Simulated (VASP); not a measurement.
# Eu3MgB (P6/mmm) in VASP: single point with PBE

Aim: the single point of Eu3MgB with PBE.

Everything below comes from runs of VASP 6.6.1. Logs are shortened: lines on timing, memory, paths and dates and some standing lists are left out, and cuts for length are marked.

## 1. The cell of the first run

Symmetry: P6/mmm, No. 191, hexagonal system. Conventional cell: a = 5.759 Å, b = 5.759 Å, c = 3.892 Å, α = 90.00°, β = 90.00°, γ = 120.00°. Eu (site symmetry mmm) has 2 Mg at 2.88 Å and 4 Eu at 2.88 Å and 4 B at 3.48 Å within 3.8 Å. Within 2.6 Å of Mg (site symmetry 6/mmm) lie 2 B at 1.95 Å. Within 2.6 Å of B (site symmetry 6/mmm) lie 2 Mg at 1.95 Å.

## 2. Single point, PBE, collinear spin, ferromagnetic start

INCAR reads:

```
SYSTEM = Eu3MgB
PREC = Accurate
ENCUT = 520
EDIFF = 1E-7
ISMEAR = 0
SIGMA = 0.1
LREAL = .FALSE.
LASPH = .TRUE.
NELM = 150
ALGO = Normal
ISIF = 2
LWAVE = .FALSE.
LCHARG = .FALSE.
ISPIN = 2
MAGMOM = 7 7 7 0 0
LORBIT = 11
LMAXMIX = 6
GGA = PE
NBANDS = 40
```

KPOINTS reads:

```
Automatic mesh
0
G
  3 3 4
  0 0 0
```

POSCAR reads:

```
Eu3MgB
1.0
    5.7586827800      0.0000000000      0.0000000000
   -2.8793413900      4.9871655800      0.0000000000
    0.0000000000      0.0000000000      3.8921288400
Eu Mg B
3 1 1
Direct
    0.5000000000      0.0000000000      0.0000000000
    0.0000000000      0.5000000000      0.0000000000
    0.5000000000      0.5000000000      0.0000000000
    0.0000000000      0.0000000000      0.0000000000
    0.0000000000      0.0000000000      0.5000000000
```

Potentials or basis: VASP PAW PBE potentials, release 64 (Eu, Mg, B).

Run with:

```sh
> cat potpaw_PBE.64/Eu/POTCAR potpaw_PBE.64/Mg/POTCAR potpaw_PBE.64/B/POTCAR > POTCAR
> mpirun -np 1 vasp_std > vasp.out
```

OUTCAR:

```text
SYSTEM = Eu3MgB
   PREC = Accurate
   ENCUT = 520
   EDIFF = 1E-7
   ISMEAR = 0
   LREAL = .FALSE.
   LASPH = .TRUE.
   NELM = 150
   ISIF = 2
   ISPIN = 2
   LORBIT = 11
   GGA = PE

 ion  position               nearest neighbor table
   1  0.500  0.000  0.000-   4 2.88   4 2.88   2 2.88   3 2.88   3 2.88   2 2.88
   2  0.000  0.500  0.000-   3 2.88   3 2.88   4 2.88   4 2.88   1 2.88   1 2.88
   3  0.500  0.500  0.000-   2 2.88   2 2.88   4 2.88   1 2.88   1 2.88   4 2.88
   4  0.000  0.000  0.000-   5 1.95   5 1.95   1 2.88   1 2.88   3 2.88   2 2.88   2 2.88   3 2.88

   5  0.000  0.000  0.500-   4 1.95   4 1.95

  LATTYP: Found a hexagonal cell.
 ALAT       =     5.7586827800
 C/A-ratio  =     0.6758713735

  Lattice vectors:

 A1 = (   5.7586827800,   0.0000000000,   0.0000000000)
 A2 = (  -2.8793413900,   4.9871655800,   0.0000000000)
 A3 = (   0.0000000000,   0.0000000000,   3.8921288400)

Analysis of symmetry for initial positions (statically):
=====================================================================
 Subroutine PRICEL returns:
 Original cell was already a primitive cell.

 Routine SETGRP: Setting up the symmetry group for a
 hexagonal supercell.

 Subroutine GETGRP returns: Found 24 space group operations
 (whereof 24 operations were pure point group operations)
 out of a pool of 24 trial point group operations.

The static configuration has the point symmetry D_6h.

Analysis of symmetry for dynamics (positions and initial velocities):
=====================================================================
 Subroutine PRICEL returns:
 Original cell was already a primitive cell.

 Routine SETGRP: Setting up the symmetry group for a
 hexagonal supercell.

 Subroutine GETGRP returns: Found 24 space group operations
 (whereof 24 operations were pure point group operations)
 out of a pool of 24 trial point group operations.

The dynamic configuration has the point symmetry D_6h.

Analysis of structural, dynamic, and magnetic symmetry:
=====================================================================
 Subroutine PRICEL returns:
 Original cell was already a primitive cell.

 Routine SETGRP: Setting up the symmetry group for a
 hexagonal supercell.

 Subroutine GETGRP returns: Found 24 space group operations
 (whereof 24 operations were pure point group operations)
 out of a pool of 24 trial point group operations.

The overall configuration has the point symmetry D_6h.

 Subroutine INISYM returns: Found 24 space group operations
 (whereof 24 operations are pure point group operations),
 and found     1 'primitive' translations

----------------------------------------------------------------------------------------

                                     Primitive cell

  volume of cell :     111.7800

  direct lattice vectors                    reciprocal lattice vectors
     5.758682780  0.000000000  0.000000000     0.173650822  0.100257349  0.000000000
    -2.879341390  4.987165580  0.000000000     0.000000000  0.200514698  0.000000000
     0.000000000  0.000000000  3.892128840     0.000000000  0.000000000  0.256928802

  length of vectors
     5.758682780  5.758682780  3.892128840     0.200514698  0.200514698  0.256928802

  position of ions in fractional coordinates (direct lattice)
     0.500000000  0.000000000  0.000000000
     0.000000000  0.500000000  0.000000000
     0.500000000  0.500000000  0.000000000
     0.000000000  0.000000000  0.000000000
     0.000000000  0.000000000  0.500000000

  ion indices of the primitive-cell ions
   primitive index   ion index
                 1           1
                 2           2
                 3           3
                 4           4
                 5           5

----------------------------------------------------------------------------------------

 KPOINTS: Automatic mesh

Automatic generation of k-mesh.
 Grid dimensions read from file:
 generate k-points for:    3    3    4

 Generating k-lattice:

  Cartesian coordinates                     Fractional coordinates (reciprocal lattice)
     0.057883607  0.033419116  0.000000000     0.333333333  0.000000000  0.000000000
     0.000000000  0.066838233  0.000000000     0.000000000  0.333333333  0.000000000
     0.000000000  0.000000000  0.064232200     0.000000000  0.000000000  0.250000000

  Length of vectors
     0.066838233  0.066838233  0.064232200

  Shift w.r.t. Gamma in fractional coordinates (k-lattice)
     0.000000000  0.000000000  0.000000000

 Subroutine IBZKPT returns following result:
 ===========================================

 Found      9 irreducible k-points:

 Following reciprocal coordinates:
            Coordinates               Weight
  0.000000  0.000000  0.000000      1.000000
  0.333333  0.000000  0.000000      6.000000
  0.333333  0.333333  0.000000      2.000000
  0.000000  0.000000  0.250000      2.000000
  0.333333  0.000000  0.250000     12.000000
  0.333333  0.333333  0.250000      4.000000
  0.000000  0.000000  0.500000      1.000000
  0.333333  0.000000  0.500000      6.000000
  0.333333  0.333333  0.500000      2.000000
   k-points           NKPTS =      9   k-points in BZ     NKDIM =      9   number of bands    NBANDS=     40
   number of dos      NEDOS =    301   number of ions     NIONS =      5
   total plane-waves  NPLWV =  69120
   dimension x,y,z NGX =    48 NGY =   48 NGZ =   30
   dimension x,y,z NGXF=    96 NGYF=   96 NGZF=   60
   ions per type =               3   1   1
   NGX,Y,Z   is equivalent  to a cutoff of  13.86, 13.86, 12.81 a.u.
   NGXF,Y,Z  is equivalent  to a cutoff of  27.71, 27.71, 25.63 a.u.
 SYSTEM =  Eu3MgB
   PREC   = accura    normal or accurate (medium, high low for compatibility)
   ISTART =      0    job   : 0-new  1-cont  2-samecut
   ICHARG =      2    charge: 1-file 2-atom 10-const
   ISPIN  =      2    spin polarized calculation?
   LNONCOLLINEAR =      F non collinear calculations
   LSORBIT =      F    spin-orbit coupling
   LASPH  =      T    aspherical Exc in radial PAW
   ENCUT  =  520.0 eV  38.22 Ry    6.18 a.u.  10.71 10.71  7.24*2*pi/ulx,y,z
   NELM   =    150;   NELMIN=  2; NELMDL= -5     # of ELM steps
   EDIFF  = 0.1E-06   stopping-criterion for ELM
   LREAL  =      F    real-space projection
   EDIFFG = 0.1E-05   stopping-criterion for IOM
   NSW    =      0    number of steps for IOM
   IBRION =     -1    ionic relax: 0-MD 1-quasi-New 2-CG
   NFREE  =      0    steps in history (QN), initial steepest desc. (CG)
   ISIF   =      2    stress and relaxation
   ISYM   =      2    0-nonsym 1-usesym 2-fastsym
   POTIM  = 0.5000    time-step for ionic-motion
   TEBEG  =    0.0;   TEEND  =   0.0 temperature during run
   PSTRESS=    0.0 pullay stress
   NELECT =      56.0000    total number of electrons
   NUPDOWN=      -1.0000    fix difference up-down
   EMIN   =  10.00;   EMAX   =-10.00  energy-range for DOS
   EFERMI =   0.00;   METHOD = LEGACY
   ISMEAR =     0;   SIGMA  =   0.10  broadening in eV -4-tet -1-fermi 0-gaus
   EFERMI_NEDOS =   21; number of points for ismear=-14 and -15
   IALGO  =     38    algorithm
   IMIX   =      4    mixing-type and parameters
     AMIX     =   0.40;   BMIX     =  1.00
     AMIX_MAG =   1.60;   BMIX_MAG =  1.00
  volume/ion in A,a.u.               =      22.36       150.87
  Fermi-wavevector in a.u.,A,eV,Ry     =   1.300218  2.457055 23.001553  1.690566
  Thomas-Fermi vector in A             =   2.431431
   LORBIT       =     11    0 simple, 1 ext, 2 COOP (PROOUT), +10 PAW based schemes
   GGA     = PE    functional components
   LHFCALC =     F    Hartree Fock is set to
   AEXX    =    0.0000 exact exchange contribution
   IVDW    =     0    specifies the selected vdW correction
   LEPSILON=     F    determine dielectric tensor
   LRPA    =     F    only Hartree local field effects (RPA)
 spin polarized calculation
 Gauss-broadening in eV      SIGMA  =   0.10
  energy-cutoff  :      520.00
  volume of cell :      111.78
 maximum number of plane-waves:      3026
 NGX is ok and might be reduce to    48
   NGX = 21   NGY = 21   NGZ = 15

 number of electron      56.0000001 magnetization      22.9310919

 Free energy of the ion-electron system (eV)
  ---------------------------------------------------
  ext. energy  EPLUGINS =         0.00000000
  ---------------------------------------------------
  free energy    TOTEN  =       -36.06197533 eV

  energy without entropy =      -36.05038464  energy(sigma->0) =      -36.05617999

 E-fermi :   3.5578     XC(G=0): -10.2180

 val. band max:        3.5542631761   @ k =   0.3333   0.3333   0.2500
 cond. band min:       3.5591012193   @ k =   0.0000   0.0000   0.0000
 fundamental gap:      0.0048380432
 Fermi energy:         3.5578452369

 spin component 1

 k-point     1 :       0.0000    0.0000    0.0000
  band No.  band energies     occupation
      1     -38.4440      1.00000
      2     -37.8873      1.00000
      3     -37.8873      1.00000
      4     -19.3656      1.00000
      5     -18.0002      1.00000
      6     -18.0002      1.00000
[... 32 lines left out ...]
     39       3.1742      1.00000
     40       3.5591      0.49291

 k-point     2 :       0.3333    0.0000    0.0000
  band No.  band energies     occupation
      1     -38.3322      1.00000
      2     -38.0119      1.00000
      3     -37.8883      1.00000
      4     -18.8387      1.00000
      5     -17.8501      1.00000
      6     -17.5354      1.00000
[... 290 lines left out ...]
     39       3.1933      1.00000
     40       3.4216      0.97299

 k-point     9 :       0.3333    0.3333    0.5000
  band No.  band energies     occupation
      1     -38.1640      1.00000
      2     -38.1640      1.00000
      3     -37.8795      1.00000
      4     -18.0443      1.00000
      5     -18.0443      1.00000
      6     -17.5652      1.00000
[... 32 lines left out ...]
     39       3.4210      0.97352
     40       3.8964      0.00000
 Fermi energy:         3.5578452369

 spin component 2

 k-point     1 :       0.0000    0.0000    0.0000
  band No.  band energies     occupation
      1     -35.2382      1.00000
      2     -34.6265      1.00000
      3     -34.6265      1.00000
      4     -16.9079      1.00000
      5     -15.5732      1.00000
      6     -15.5732      1.00000
[... 32 lines left out ...]
     39       7.9068      0.00000
     40       7.9229      0.00000

 k-point     2 :       0.3333    0.0000    0.0000
  band No.  band energies     occupation
      1     -35.1160      1.00000
      2     -34.7644      1.00000
      3     -34.6277      1.00000
      4     -16.3655      1.00000
      5     -15.4066      1.00000
      6     -15.0831      1.00000
[... 290 lines left out ...]
     39       7.9514      0.00000
     40       8.0003      0.00000

 k-point     9 :       0.3333    0.3333    0.5000
  band No.  band energies     occupation
      1     -34.9297      1.00000
      2     -34.9297      1.00000
      3     -34.6166      1.00000
      4     -15.5368      1.00000
      5     -15.5368      1.00000
      6     -15.1332      1.00000
[... 32 lines left out ...]
     39       7.9614      0.00000
     40       7.9617      0.00000

------------------------ aborting loop because EDIFF is reached ----------------------------------------

  FORCE on cell =-STRESS in cart. coord.  units (eV):
  Direction    XX          YY          ZZ          XY          YZ          ZX
  --------------------------------------------------------------------------------------
  -------------------------------------------------------------------------------------
  Total       13.2824740     13.2824740      7.7132428      0.0000000     -0.0000000      0.0000000
  in kB      190.3817902    190.3817902    110.5562837      0.0000000     -0.0000000      0.0000000
  external PRESSURE =     163.7732880 kB  Pullay stress =       0.0000000 kB

 VOLUME and BASIS-vectors are now :
 -----------------------------------------------------------------------------
  energy-cutoff  :      520.00
  volume of cell :      111.78
      direct lattice vectors                 reciprocal lattice vectors
     5.758682780  0.000000000  0.000000000     0.173650822  0.100257349  0.000000000
    -2.879341390  4.987165580  0.000000000     0.000000000  0.200514698  0.000000000
     0.000000000  0.000000000  3.892128840     0.000000000  0.000000000  0.256928802

 POSITION                                       TOTAL-FORCE (eV/Angst)
 -----------------------------------------------------------------------------------
      2.87934      0.00000      0.00000        -0.000000      0.000000      0.000000
     -1.43967      2.49358      0.00000        -0.000000      0.000000      0.000000
      1.43967      2.49358      0.00000        -0.000000      0.000000      0.000000
      0.00000      0.00000      0.00000        -0.000000      0.000000      0.000000
      0.00000      0.00000      1.94606         0.000000      0.000000      0.000000
 -----------------------------------------------------------------------------------
    total drift:                               -0.000000      0.000000      0.000000

  FREE ENERGIE OF THE ION-ELECTRON SYSTEM (eV)
  ---------------------------------------------------
  free  energy   TOTEN  =       -36.0619753316 eV

  energy  without entropy=      -36.0503846385  energy(sigma->0) =      -36.05617999

 total charge

# of ion       s       p       d       f       tot
--------------------------------------------------
    1        2.072   5.684   0.731   6.572  15.060
    2        2.072   5.684   0.731   6.572  15.060
    3        2.072   5.684   0.731   6.572  15.060
    4        0.320   0.295   0.047   0.000   0.662
    5        0.706   0.963   0.000   0.000   1.669
--------------------------------------------------
tot          7.244  18.310   2.241  19.717  47.512

 magnetization (x)

# of ion       s       p       d       f       tot
--------------------------------------------------
    1        0.030  -0.082   0.471   6.549   6.968
    2        0.030  -0.082   0.471   6.549   6.968
    3        0.030  -0.082   0.471   6.549   6.968
    4        0.002   0.025   0.004   0.000   0.030
    5       -0.029  -0.153   0.000   0.000  -0.182
--------------------------------------------------
tot          0.062  -0.374   1.417  19.647  20.751
```

It took 4.6 min on 1 thread of Intel Xeon 6975P-C (Granite Rapids), shared host; peak memory 0.36 GiB.

Results:

```
Free energy                                           : -36.0620 eV
Pressure                                              : 16.4 GPa
Net moment                                            : 22.93 μB per cell
Site moments                                          : Eu +6.97; Mg +0.03; B -0.18 μB
Valence electrons inside the program's atomic spheres : Eu 15.06; Mg 0.66; B 1.67
```

Caveat: the k points lie up to 0.42 Å⁻¹ apart; the bands computed are all filled at some k points, so no gap is given; spin-orbit coupling is left out, which moves the levels of the heavy elements; without U or exact exchange the open f shell lies at the Fermi level, which spoils levels, moments and volumes. The state reached can hang on the start; a lower one may exist.
